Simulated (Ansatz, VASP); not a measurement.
# Au in VASP and in Ansatz

```xyz
2
Lattice="0.0000 2.9760 2.9760 2.9760 0.0000 2.9760 2.9760 2.9760 0.0000" Properties=species:S:1:pos:R:3 pbc="T T T"
Au   -0.7440   -0.7440   -0.7440
Au    0.7440    0.7440    0.7440
```

Alike in both runs: functional LDA; k mesh 13 × 13 × 13; occupations fermi-dirac, width 0.05 eV; no spin polarisation.

Ansatz relaxed the structure, and its values are those at the end. VASP's run is a single point on that final structure, the one shown.

|  | VASP | Ansatz |
| --- | --- | --- |
| version | VASP 6.6.1 | Ansatz 0.2.0 |
| potentials or method | VASP PAW LDA potentials, release 64 (Au) | PAW with Ansatz's default frozen-core files, scalar-relativistic |
| plane-wave cutoff (eV) | 520 | 420 |
| valence electrons in the cell | 22 | 38 |

```csv
,VASP,Ansatz,Ansatz less VASP
pressure (GPa),0.3,0.0,-0.26
```

LDA's correlation is that of Perdew and Zunger in VASP and of Perdew and Wang (1992) in Ansatz. VASP's potentials hold 22 valence electrons a cell and Ansatz's 38, so a difference there can come from the potentials and not from the codes.

Neither program's run includes spin-orbit coupling.
